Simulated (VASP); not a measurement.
# Ti (Fm-3m) in VASP: notebook, part 2 of 2

VASP 6.6.1. The steps go on from the part before.

### 4 Electric field gradients, PBE (volume scaled by 1.01)

Contents of INCAR:

```
PREC = Accurate ; ENCUT = 520
EDIFF = 1E-8 ; ISMEAR = -1
SIGMA = 0.05 ; LREAL = F
LASPH = T ; NELM = 100
ALGO = Normal ; ISIF = 2
LWAVE = F ; LCHARG = F
GGA = PE ; LEFG = T
NBANDS = 12
```

Contents of KPOINTS:

```
Automatic mesh
0
Gamma
  15 15 15
```

Contents of POSCAR:

```
Ti
1.0
    0.0000000000      2.0367442356      2.0367442356
    2.0367442356      0.0000000000      2.0367442356
    2.0367442356      2.0367442356      0.0000000000
Ti
1
Direct
    0.0000000000      0.0000000000      0.0000000000
```

Potentials or basis: VASP PAW PBE potentials, release 64 (Ti_sv).

On the command line:

```console
> cat potpaw_PBE.64/Ti_sv/POTCAR > POTCAR
> mpirun -np 1 vasp_std > vasp.out
```

OUTCAR:

```text
PREC = Accurate
   ENCUT = 520
   EDIFF = 1E-8
   ISMEAR = -1
   LREAL = F
   LASPH = T
   NELM = 100
   ISIF = 2
   GGA = PE

 ion  position               nearest neighbor table
   1  0.000  0.000  0.000-

  LATTYP: Found a face centered cubic cell.
 ALAT       =     4.0734884712

  Lattice vectors:

 A1 = (   0.0000000000,   2.0367442356,   2.0367442356)
 A2 = (   2.0367442356,   0.0000000000,   2.0367442356)
 A3 = (   2.0367442356,   2.0367442356,   0.0000000000)

Analysis of symmetry for initial positions (statically):
=====================================================================
 Subroutine PRICEL returns:
 Original cell was already a primitive cell.

 Routine SETGRP: Setting up the symmetry group for a
 face centered cubic supercell.

 Subroutine GETGRP returns: Found 48 space group operations
 (whereof 48 operations were pure point group operations)
 out of a pool of 48 trial point group operations.

The static configuration has the point symmetry O_h .

Analysis of symmetry for dynamics (positions and initial velocities):
=====================================================================
 Subroutine PRICEL returns:
 Original cell was already a primitive cell.

 Routine SETGRP: Setting up the symmetry group for a
 face centered cubic supercell.

 Subroutine GETGRP returns: Found 48 space group operations
 (whereof 48 operations were pure point group operations)
 out of a pool of 48 trial point group operations.

The dynamic configuration has the point symmetry O_h .

 Subroutine INISYM returns: Found 48 space group operations
 (whereof 48 operations are pure point group operations),
 and found     1 'primitive' translations

----------------------------------------------------------------------------------------

                                     Primitive cell

  volume of cell :      16.8982

  direct lattice vectors                    reciprocal lattice vectors
     0.000000000  2.036744236  2.036744236    -0.245489832  0.245489832  0.245489832
     2.036744236  0.000000000  2.036744236     0.245489832 -0.245489832  0.245489832
     2.036744236  2.036744236  0.000000000     0.245489832  0.245489832 -0.245489832

  length of vectors
     2.880391321  2.880391321  2.880391321     0.425200862  0.425200862  0.425200862

  position of ions in fractional coordinates (direct lattice)
     0.000000000  0.000000000  0.000000000

  ion indices of the primitive-cell ions
   primitive index   ion index
                 1           1

----------------------------------------------------------------------------------------

 KPOINTS: Automatic mesh

Automatic generation of k-mesh.
 Grid dimensions read from file:
 generate k-points for:   15   15   15

 Generating k-lattice:

  Cartesian coordinates                     Fractional coordinates (reciprocal lattice)
[... 65 lines left out ...]
   NFREE  =      0    steps in history (QN), initial steepest desc. (CG)
   ISIF   =      2    stress and relaxation
   ISYM   =      2    0-nonsym 1-usesym 2-fastsym
   POTIM  = 0.5000    time-step for ionic-motion
   TEBEG  =    0.0;   TEEND  =   0.0 temperature during run
   PSTRESS=    0.0 pullay stress
   NELECT =      12.0000    total number of electrons
   NUPDOWN=      -1.0000    fix difference up-down
   EMIN   =  10.00;   EMAX   =-10.00  energy-range for DOS
   EFERMI =   0.00;   METHOD = LEGACY
   ISMEAR =    -1;   SIGMA  =   0.05  broadening in eV -4-tet -1-fermi 0-gaus
   EFERMI_NEDOS =   21; number of points for ismear=-14 and -15
   IALGO  =     38    algorithm
   IMIX   =      4    mixing-type and parameters
     AMIX     =   0.40;   BMIX     =  1.00
     AMIX_MAG =   1.60;   BMIX_MAG =  1.00
  volume/ion in A,a.u.               =      16.90       114.03
  Fermi-wavevector in a.u.,A,eV,Ry     =   1.460569  2.760075 29.024790  2.133262
  Thomas-Fermi vector in A             =   2.577003
   LORBIT       =      0    0 simple, 1 ext, 2 COOP (PROOUT), +10 PAW based schemes
   GGA     = PE    functional components
   LHFCALC =     F    Hartree Fock is set to
   AEXX    =    0.0000 exact exchange contribution
   IVDW    =     0    specifies the selected vdW correction
   LEPSILON=     F    determine dielectric tensor
   LRPA    =     F    only Hartree local field effects (RPA)
 non-spin polarized calculation
  energy-cutoff  :      520.00
  volume of cell :       16.90
 maximum number of plane-waves:       468
 NGX is ok and might be reduce to    24
   NGX = 11   NGY = 11   NGZ = 11

 number of electron      12.0000002 magnetization

 Free energy of the ion-electron system (eV)
  ---------------------------------------------------
  ext. energy  EPLUGINS =         0.00000000
  ---------------------------------------------------
  free energy    TOTEN  =        -7.78104762 eV

  energy without entropy =       -7.76734262  energy(sigma->0) =       -7.77419512

 E-fermi :   8.5163     XC(G=0): -11.6290

 val. band max:        8.5144076730   @ k =   0.2667   0.0667   0.0000
 cond. band min:       8.5212782578   @ k =   0.3333   0.0000   0.0000
 fundamental gap:      0.0068705848
 Fermi energy:         8.5163352721

 k-point     1 :       0.0000    0.0000    0.0000
  band No.  band energies     occupation
      1     -48.1533      2.00000
      2     -23.9796      2.00000
      3     -23.9796      2.00000
      4     -23.9796      2.00000
      5       2.3536      2.00000
      6       9.4039      0.00000
      7       9.4039      0.00000
      8       9.4039      0.00000
      9      11.0965      0.00000
     10      11.0965      0.00000
     11      23.9132      0.00000
     12      28.5258      0.00000
[... 331 lines left out ...]
 k-point    24 :       0.2000    0.1333    0.0000
  band No.  band energies     occupation
      1     -48.1054      2.00000
      2     -24.1880      2.00000
      3     -24.0440      2.00000
      4     -24.0381      2.00000
      5       3.6002      2.00000
      6       8.5900      0.37299
      7       9.8570      0.00000
      8       9.9257      0.00000
      9      10.4261      0.00000
     10      11.3544      0.00000
     11      24.4509      0.00000
     12      25.1752      0.00000

 [... further k-points ...]
[... 5 lines left out ...]
  --------------------------------------------------------------------------------------
  -------------------------------------------------------------------------------------
  Total        0.3125985      0.3125985      0.3125985      0.0000000      0.0000000      0.0000000
  in kB       29.6386165     29.6386165     29.6386165      0.0000000      0.0000000      0.0000000
  external PRESSURE =      29.6386165 kB  Pullay stress =       0.0000000 kB

 VOLUME and BASIS-vectors are now :
 -----------------------------------------------------------------------------
  energy-cutoff  :      520.00
  volume of cell :       16.90
      direct lattice vectors                 reciprocal lattice vectors
     0.000000000  2.036744236  2.036744236    -0.245489832  0.245489832  0.245489832
     2.036744236  0.000000000  2.036744236     0.245489832 -0.245489832  0.245489832
     2.036744236  2.036744236  0.000000000     0.245489832  0.245489832 -0.245489832

 POSITION                                       TOTAL-FORCE (eV/Angst)
 -----------------------------------------------------------------------------------
      0.00000      0.00000      0.00000         0.000000      0.000000      0.000000
 -----------------------------------------------------------------------------------
    total drift:                               -0.000000     -0.000000     -0.000000

  FREE ENERGIE OF THE ION-ELECTRON SYSTEM (eV)
  ---------------------------------------------------
  free  energy   TOTEN  =        -7.7810476179 eV

  energy  without entropy=       -7.7673426217  energy(sigma->0) =       -7.77419512

 Electric field gradients (V/A^2)
---------------------------------------------------------------------
 ion       V_xx      V_yy      V_zz      V_xy      V_xz      V_yz
---------------------------------------------------------------------
   1      -0.000    -0.000     0.000    -0.000    -0.000    -0.000
---------------------------------------------------------------------

 Electric field gradients after diagonalization (V/A^2)
 (convention: |V_zz| > |V_xx| > |V_yy|)
----------------------------------------------------------------------
 ion       V_xx      V_yy      V_zz     asymmetry (V_yy - V_xx)/ V_zz
----------------------------------------------------------------------
   1       0.000     0.000    -0.001       0.000
----------------------------------------------------------------------

           NMR quadrupolar parameters

 Cq : quadrupolar parameter    Cq=e*Q*V_zz/h
 eta: asymmetry parameters     (V_yy - V_xx)/ V_zz
 Q  : nuclear electric quadrupole moment in mb (millibarn)
----------------------------------------------------------------------
 ion       Cq(MHz)       eta       Q (mb)
----------------------------------------------------------------------
   1      -0.000       0.000       1.000
----------------------------------------------------------------------
```

OSZICAR:

```text
N       E                     dE             d eps       ncg     rms          rms(c)
DAV:   1     0.880950838376E+02    0.88095E+02   -0.65151E+03  2892   0.121E+03
DAV:   2    -0.434374316098E+01   -0.92439E+02   -0.89945E+02  2920   0.299E+02
DAV:   3    -0.866350769168E+01   -0.43198E+01   -0.42715E+01  4028   0.658E+01
DAV:   4    -0.875239754927E+01   -0.88890E-01   -0.88819E-01  3224   0.829E+00
DAV:   5    -0.875471576754E+01   -0.23182E-02   -0.23181E-02  3516   0.116E+00    0.853E+00
DAV:   6    -0.778435773014E+01    0.97036E+00   -0.19719E+00  3116   0.212E+01    0.228E+00
DAV:   7    -0.777036701868E+01    0.13991E-01   -0.98570E-02  3532   0.379E+00    0.130E+00
DAV:   8    -0.778066396817E+01   -0.10297E-01   -0.38996E-02  2964   0.243E+00    0.151E-01
DAV:   9    -0.778101994894E+01   -0.35598E-03   -0.39784E-03  3592   0.694E-01    0.886E-02
DAV:  10    -0.778107354894E+01   -0.53600E-04   -0.24246E-04  3060   0.181E-01    0.237E-02
DAV:  11    -0.778104786499E+01    0.25684E-04   -0.22349E-05  3484   0.591E-02    0.102E-02
DAV:  12    -0.778104731462E+01    0.55038E-06   -0.17159E-06  3156   0.172E-02    0.158E-03
DAV:  13    -0.778104772157E+01   -0.40695E-06   -0.35776E-07  3444   0.497E-03    0.161E-03
DAV:  14    -0.778104763854E+01    0.83028E-07   -0.34286E-08  3008   0.224E-03    0.690E-04
DAV:  15    -0.778104761753E+01    0.21013E-07   -0.12165E-08  2756   0.139E-03    0.286E-05
DAV:  16    -0.778104761786E+01   -0.32969E-09   -0.46705E-10  1524   0.240E-04
   1 F= -.77810476E+01 E0= -.77741951E+01  d E =-.137050E-01
```

stdout:

```text
POSCAR found type information on POSCAR Ti
 POSCAR found :  1 types and       1 ions
 scaLAPACK will be used
 LDA part: xc-table for (Slater+PW92), standard interpolation
 POSCAR, INCAR and KPOINTS ok, starting setup
 FFT: planning ... GRIDC
 FFT: planning ... GRID_SOFT
 FFT: planning ... GRID
 WAVECAR not read
 entering main loop
ion   1
```

Run time: 17 s. Hardware: 1 thread of AMD EPYC 9R45 (Zen 5), shared host; peak memory 0.12 GiB.

What came out:

| Property | Result |
| --- | --- |
| Free energy | -7.7810 eV |
| Pressure | 3.0 GPa |
| Band gap on the k mesh | zero (band 6 reaches 9.40 eV, above the bottom of band 7 at 8.23 eV) |

Levels at points of the mesh, in eV from the Fermi level:
```csv
k point,band 3,band 4,band 5,band 6,band 7,band 8,band 9,band 10
"(0.00, 0.00, 0.00)",-32.50,-32.50,-6.16,0.89,0.89,0.89,2.58,2.58
```

Caveat: without QUAD_EFG the Cq values of the log hold for a quadrupole moment of 1 mb, not for the nuclei.
